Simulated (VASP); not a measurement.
# Sb (P-1) in VASP: single point with PBE

Aim: the single point of Sb with PBE.

Everything below comes from runs of VASP 6.6.1. Logs are shortened: lines on timing, memory, paths and dates and some standing lists are left out, and cuts for length are marked.

**1. The cell of the first run**

The typed cell holds 1 atom: a = 3.238 Å, b = 3.135 Å, c = 3.112 Å, α = 87.49°, β = 89.67°, γ = 90.56°.

**2. Single point, PBE, collinear spin, ferromagnetic start**

INCAR

```
PREC = Accurate ; ENCUT = 520
EDIFF = 1E-7 ; ISMEAR = 0
SIGMA = 0.15 ; LREAL = F
LASPH = T ; NELM = 150
ALGO = Normal ; ISIF = 2
LWAVE = F ; LCHARG = F
ISPIN = 2 ; MAGMOM = 0.5
LORBIT = 11 ; GGA = PE
NBANDS = 12
```

KPOINTS

```
regular mesh
0
Gamma
  8 8 8
```

POSCAR

```
Sb
1.0
    3.2376725609      0.0000000000      0.0000000000
   -0.0308660763      3.1347216120      0.0000000000
    0.0177208285      0.1365435807      3.1090615583
Sb
1
Direct
    0.0052990000     -0.0005010000      0.0017820000
```

Potentials or basis: VASP PAW PBE potentials, release 64 (Sb).

Launch:

```bash
cat potpaw_PBE.64/Sb/POTCAR > POTCAR
mpirun -np 1 vasp_std > vasp.out
```

OUTCAR:

```text
PREC = Accurate
   ENCUT = 520
   EDIFF = 1E-7
   ISMEAR = 0
   LREAL = F
   LASPH = T
   NELM = 150
   ISIF = 2
   ISPIN = 2
   LORBIT = 11
   GGA = PE

 ion  position               nearest neighbor table
   1  0.005  0.999  0.002-

  LATTYP: Found a triclinic cell.
 ALAT       =     3.1121089233
 B/A-ratio  =     1.3879512652
 C/A-ratio  =     1.7822711811
 COS(alpha) =     0.0006301818
 COS(beta)  =     0.5891702477
 COS(gamma) =     0.6886860986

  Lattice vectors:

 A1 = (   0.0177208285,   0.1365435807,   3.1090615583)
 A2 = (   0.0485869048,  -2.9981780313,   3.1090615583)
 A3 = (   3.2245273131,   3.2712651927,   3.1090615583)

Analysis of symmetry for initial positions (statically):
=====================================================================
 Subroutine PRICEL returns:
 Original cell was already a primitive cell.

 Routine SETGRP: Setting up the symmetry group for a
 triclinic supercell.

 Subroutine GETGRP returns: Found  2 space group operations
 (whereof  1 operations were pure point group operations)
 out of a pool of  2 trial point group operations.

The static configuration has the point symmetry C_1 .
 The point group associated with its full space group is S_2 .

Analysis of symmetry for dynamics (positions and initial velocities):
=====================================================================
 Subroutine PRICEL returns:
 Original cell was already a primitive cell.

 Routine SETGRP: Setting up the symmetry group for a
 triclinic supercell.

 Subroutine GETGRP returns: Found  2 space group operations
 (whereof  1 operations were pure point group operations)
 out of a pool of  2 trial point group operations.

The dynamic configuration has the point symmetry C_1 .
 The point group associated with its full space group is S_2 .

Analysis of structural, dynamic, and magnetic symmetry:
=====================================================================
 Subroutine PRICEL returns:
 Original cell was already a primitive cell.

 Routine SETGRP: Setting up the symmetry group for a
 triclinic supercell.

 Subroutine GETGRP returns: Found  2 space group operations
 (whereof  1 operations were pure point group operations)
 out of a pool of  2 trial point group operations.

The overall configuration has the point symmetry C_1 .
 The point group associated with its full space group is S_2 .

 Subroutine INISYM returns: Found  2 space group operations
 (whereof  1 operations are pure point group operations),
 and found     1 'primitive' translations

----------------------------------------------------------------------------------------

                                     Primitive cell

  volume of cell :      31.5545

  direct lattice vectors                    reciprocal lattice vectors
     3.237672561  0.000000000  0.000000000     0.308863846  0.003041232 -0.001894007
    -0.030866076  3.134721612  0.000000000     0.000000000  0.319007594 -0.014010157
     0.017720829  0.136543581  3.109061558     0.000000000  0.000000000  0.321640463

  length of vectors
     3.237672561  3.134873570  3.112108923     0.308884625  0.319315095  0.321640463

  position of ions in fractional coordinates (direct lattice)
     0.005299000  0.999499000  0.001782000

  ion indices of the primitive-cell ions
   primitive index   ion index
                 1           1

----------------------------------------------------------------------------------------

 KPOINTS: regular mesh

Automatic generation of k-mesh.
 Grid dimensions read from file:
 generate k-points for:    8    8    8

 Generating k-lattice:

  Cartesian coordinates                     Fractional coordinates (reciprocal lattice)
     0.038607981  0.000380154 -0.000236751     0.125000000 -0.000000000  0.000000000
     0.000000000  0.039875949 -0.001751270     0.000000000  0.125000000  0.000000000
     0.000000000  0.000000000  0.040205058     0.000000000  0.000000000  0.125000000

  Length of vectors
     0.038610578  0.039914387  0.040205058

  Shift w.r.t. Gamma in fractional coordinates (k-lattice)
     0.000000000  0.000000000  0.000000000

 Subroutine IBZKPT returns following result:
 ===========================================

 Found    260 irreducible k-points:

 Following reciprocal coordinates:
            Coordinates               Weight
  0.000000  0.000000  0.000000      1.000000
  0.125000  0.000000 -0.000000      2.000000
  0.250000  0.000000 -0.000000      2.000000
  0.375000  0.000000  0.000000      2.000000
  0.500000  0.000000 -0.000000      1.000000
  0.000000  0.125000  0.000000      2.000000
[... 16 lines left out ...]
  0.125000  0.375000  0.000000      2.000000
  0.250000  0.375000  0.000000      2.000000
 [... further k-points ...]
   k-points           NKPTS =    260   k-points in BZ     NKDIM =    260   number of bands    NBANDS=     12
   number of dos      NEDOS =    301   number of ions     NIONS =      1
   total plane-waves  NPLWV =  13824
   dimension x,y,z NGX =    24 NGY =   24 NGZ =   24
   dimension x,y,z NGXF=    48 NGYF=   48 NGZF=   48
   ions per type =               1
   NGX,Y,Z   is equivalent  to a cutoff of  12.32, 12.73, 12.82 a.u.
   NGXF,Y,Z  is equivalent  to a cutoff of  24.65, 25.45, 25.64 a.u.
 SYSTEM =  unknown system
   PREC   = accura    normal or accurate (medium, high low for compatibility)
   ISTART =      0    job   : 0-new  1-cont  2-samecut
   ICHARG =      2    charge: 1-file 2-atom 10-const
   ISPIN  =      2    spin polarized calculation?
   LNONCOLLINEAR =      F non collinear calculations
   LSORBIT =      F    spin-orbit coupling
   LASPH  =      T    aspherical Exc in radial PAW
   ENCUT  =  520.0 eV  38.22 Ry    6.18 a.u.   6.02  5.83  5.79*2*pi/ulx,y,z
   NELM   =    150;   NELMIN=  2; NELMDL= -5     # of ELM steps
   EDIFF  = 0.1E-06   stopping-criterion for ELM
   LREAL  =      F    real-space projection
   EDIFFG = 0.1E-05   stopping-criterion for IOM
   NSW    =      0    number of steps for IOM
   IBRION =     -1    ionic relax: 0-MD 1-quasi-New 2-CG
   NFREE  =      0    steps in history (QN), initial steepest desc. (CG)
   ISIF   =      2    stress and relaxation
   ISYM   =      2    0-nonsym 1-usesym 2-fastsym
   POTIM  = 0.5000    time-step for ionic-motion
   TEBEG  =    0.0;   TEEND  =   0.0 temperature during run
   PSTRESS=    0.0 pullay stress
   NELECT =       5.0000    total number of electrons
   NUPDOWN=      -1.0000    fix difference up-down
   EMIN   =  10.00;   EMAX   =-10.00  energy-range for DOS
   EFERMI =   0.00;   METHOD = LEGACY
   ISMEAR =     0;   SIGMA  =   0.15  broadening in eV -4-tet -1-fermi 0-gaus
   EFERMI_NEDOS =   21; number of points for ismear=-14 and -15
   IALGO  =     38    algorithm
   IMIX   =      4    mixing-type and parameters
     AMIX     =   0.40;   BMIX     =  1.00
     AMIX_MAG =   1.60;   BMIX_MAG =  1.00
  volume/ion in A,a.u.               =      31.55       212.94
  Fermi-wavevector in a.u.,A,eV,Ry     =   0.885886  1.674081 10.677767  0.784794
  Thomas-Fermi vector in A             =   2.006979
   LORBIT       =     11    0 simple, 1 ext, 2 COOP (PROOUT), +10 PAW based schemes
   GGA     = PE    functional components
   LHFCALC =     F    Hartree Fock is set to
   AEXX    =    0.0000 exact exchange contribution
   IVDW    =     0    specifies the selected vdW correction
   LEPSILON=     F    determine dielectric tensor
   LRPA    =     F    only Hartree local field effects (RPA)
 spin polarized calculation
 Gauss-broadening in eV      SIGMA  =   0.15
  energy-cutoff  :      520.00
  volume of cell :       31.55
 maximum number of plane-waves:       868
   NGX = 13   NGY = 11   NGZ = 11

 number of electron       5.0000000 magnetization       0.0001145

 number of electron       5.0000000 magnetization      -0.0000045

 Free energy of the ion-electron system (eV)
  ---------------------------------------------------
  ext. energy  EPLUGINS =         0.00000000
  ---------------------------------------------------
  free energy    TOTEN  =        -4.06218974 eV

  energy without entropy =       -4.05557962  energy(sigma->0) =       -4.05888468

 E-fermi :   6.3915     XC(G=0):  -9.3896

 val. band max:        6.3825061868   @ k =   0.1250  -0.2500   0.3750
 cond. band min:       6.3953896628   @ k =  -0.1250  -0.3750   0.2500
 fundamental gap:      0.0128834759
 Fermi energy:         6.3914744028

 spin component 1

 k-point     1 :       0.0000    0.0000    0.0000
  band No.  band energies     occupation
      1      -5.5354      1.00000
      2       8.9394      0.00000
      3       9.7552      0.00000
      4      10.0379      0.00000
      5      12.9391      0.00000
      6      13.5412      0.00000
      7      14.5503      0.00000
      8      23.5255      0.00000
      9      23.6814      0.00000
     10      23.9309      0.00000
     11      24.8731      0.00000
     12      25.0413      0.00000
[... 331 lines left out ...]
 k-point    24 :       0.2500    0.3750    0.0000
  band No.  band energies     occupation
      1      -3.0141      1.00000
      2       2.9703      1.00000
      3       5.9523      0.99998
      4      12.1599      0.00000
      5      12.4313      0.00000
      6      16.4561      0.00000
      7      18.9958      0.00000
      8      19.9274      0.00000
      9      21.1336      0.00000
     10      21.4616      0.00000
     11      22.5023      0.00000
     12      24.3890      0.00000

 [... further k-points ...]

 spin component 2

 k-point     1 :       0.0000    0.0000    0.0000
  band No.  band energies     occupation
      1      -5.5354      1.00000
      2       8.9394      0.00000
      3       9.7551      0.00000
      4      10.0378      0.00000
      5      12.9392      0.00000
      6      13.5412      0.00000
      7      14.5505      0.00000
      8      23.5256      0.00000
      9      23.6815      0.00000
     10      23.9309      0.00000
     11      24.8730      0.00000
     12      25.0413      0.00000
[... 331 lines left out ...]
 k-point    24 :       0.2500    0.3750    0.0000
  band No.  band energies     occupation
      1      -3.0140      1.00000
      2       2.9703      1.00000
      3       5.9523      0.99998
      4      12.1599      0.00000
      5      12.4314      0.00000
      6      16.4561      0.00000
      7      18.9958      0.00000
      8      19.9274      0.00000
      9      21.1338      0.00000
     10      21.4617      0.00000
     11      22.5024      0.00000
     12      24.3892      0.00000

 [... further k-points ...]
[... 5 lines left out ...]
  --------------------------------------------------------------------------------------
  -------------------------------------------------------------------------------------
  Total       -0.9062606     -0.2759293     -0.1288381      0.0174199     -0.0692660     -0.0029355
  in kB      -46.0153193    -14.0102942     -6.5417482      0.8844922     -3.5169769     -0.1490489
  external PRESSURE =     -22.1891206 kB  Pullay stress =       0.0000000 kB

 VOLUME and BASIS-vectors are now :
 -----------------------------------------------------------------------------
  energy-cutoff  :      520.00
  volume of cell :       31.55
      direct lattice vectors                 reciprocal lattice vectors
     3.237672561  0.000000000  0.000000000     0.308863846  0.003041232 -0.001894007
    -0.030866076  3.134721612  0.000000000     0.000000000  0.319007594 -0.014010157
     0.017720829  0.136543581  3.109061558     0.000000000  0.000000000  0.321640463

 POSITION                                       TOTAL-FORCE (eV/Angst)
 -----------------------------------------------------------------------------------
     -0.01366      3.13339      0.00554         0.000000     -0.000000      0.000000
 -----------------------------------------------------------------------------------
    total drift:                               -0.000000     -0.000000     -0.000000

  FREE ENERGIE OF THE ION-ELECTRON SYSTEM (eV)
  ---------------------------------------------------
  free  energy   TOTEN  =        -4.0621897420 eV

  energy  without entropy=       -4.0555796171  energy(sigma->0) =       -4.05888468

 total charge

# of ion       s       p       d       tot
------------------------------------------
    1        1.221   1.092   0.031   2.344

 magnetization (x)

# of ion       s       p       d       tot
------------------------------------------
    1        0.000   0.000   0.000   0.000
```

It took 35 s on 1 thread of Intel Xeon 6975P-C (Granite Rapids), shared host; peak memory 0.25 GiB.

Results:

- Free energy: -4.0622 eV
- Pressure: -2.2 GPa
- Net moment: 0.00 μB per cell
- Valence electrons inside the program's atomic spheres: Sb 2.34

Caveat: spin-orbit coupling is left out, which moves the levels of the heavy elements.
